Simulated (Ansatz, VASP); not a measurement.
## TaSi2: VASP beside Ansatz

Contents of INCAR:

```
PREC = Accurate
ENCUT = 600
EDIFF = 1E-7
ISMEAR = -1
SIGMA = 0.05
LREAL = False
LASPH = True
NELM = 60
ALGO = Normal
ISIF = 3
LWAVE = False
LCHARG = False
GGA = PS
IBRION = 2
NSW = 60
EDIFFG = -0.01
```

Contents of KPOINTS:

```
Automatic mesh
0
Gamma
  7 7 4
```

The input POSCAR:

```
TaSi2
1.0
    4.7800000000      0.0000000000      0.0000000000
   -2.3900000000      4.1396014301      0.0000000000
    0.0000000000      0.0000000000      6.5640000000
Ta Si
3 6
Direct
    0.0000000000      0.5000000000      0.1666666667
    0.5000000000      0.5000000000      0.8333333333
    0.5000000000      0.0000000000      0.5000000000
    0.3333000000      0.1666500000      0.1666666667
    0.1666500000      0.8333500000      0.8333333333
    0.8333500000      0.6667000000      0.5000000000
    0.6667000000      0.8333500000      0.1666666667
    0.8333500000      0.1666500000      0.8333333333
    0.1666500000      0.3333000000      0.5000000000
```

Contents of input.yaml:

```yaml
crystal:
  lattice:
    - [4.78, 0.0, 0.0]
    - [-2.39, 4.1396014301, 0.0]
    - [0.0, 0.0, 6.564]
  atoms:
    - { symbol: Ta, position: [0.0, 0.5, 0.1666666667] }
    - { symbol: Ta, position: [0.5, 0.5, 0.8333333333] }
    - { symbol: Ta, position: [0.5, 0.0, 0.5] }
    - { symbol: Si, position: [0.3333, 0.16665, 0.1666666667] }
    - { symbol: Si, position: [0.16665, 0.83335, 0.8333333333] }
    - { symbol: Si, position: [0.83335, 0.6667, 0.5] }
    - { symbol: Si, position: [0.6667, 0.83335, 0.1666666667] }
    - { symbol: Si, position: [0.83335, 0.16665, 0.8333333333] }
    - { symbol: Si, position: [0.16665, 0.3333, 0.5] }
hamiltonian:
  xc: pbesol
  pseudopotentials: { kind: paw }
kpoints:
  mp_grid: { grid: [7, 7, 4] }
scf:
  occupations: { method: fermi_dirac, width: 0.05 }
output:
  forces: true
  stress: true
  eigenvalues: true
  write_density: true
  write_potential: true
  elf: true
  volumetric_format: npy
relax:
  f_tol: 0.01
  max_steps: 40
  cell: { stress_tol: 0.05 }
```

Alike in both runs: task relaxation of cell and atoms; functional PBEsol; k mesh 7 × 7 × 4; occupations fermi-dirac, width 0.05 eV; no spin polarisation.

|  | VASP | Ansatz |
| --- | --- | --- |
| version | VASP 6.6.1 | Ansatz 0.2.0 |
| potentials or method | VASP PAW PBE potentials, release 64 (Ta_pv, Si) | Ansatz PAW |
| plane-wave cutoff (eV) | 600 | 420 |
| valence electrons in the cell | 57 | 63 |

VASP gave:

| Item | Value |
| --- | --- |
| gap on the k mesh at the Fermi level, each at its own relaxed structure (eV) | none |
| relaxed volume (Å³/atom) | 14.31 |
| relaxed cell length with the largest relative difference (Å) | 6.570 |

**Question.** Estimate Ansatz's values.

**Answer.** gap on the k mesh at the Fermi level, each at its own relaxed structure (eV): none; relaxed volume (Å³/atom): 14.29; relaxed cell length with the largest relative difference (Å): 6.565.

VASP's potentials were made for PBE, not for PBEsol. A gap of «none» marks a metal or a gap that the smearing closes. VASP's potentials hold 57 valence electrons a cell and Ansatz's 63, so a difference there can come from the potentials and not from the codes.

Neither program's run includes spin-orbit coupling. Noted on Ansatz's run: the plane-wave basis is chosen anew once the cell has moved, so the energies of steps on either side of that aren't comparable.
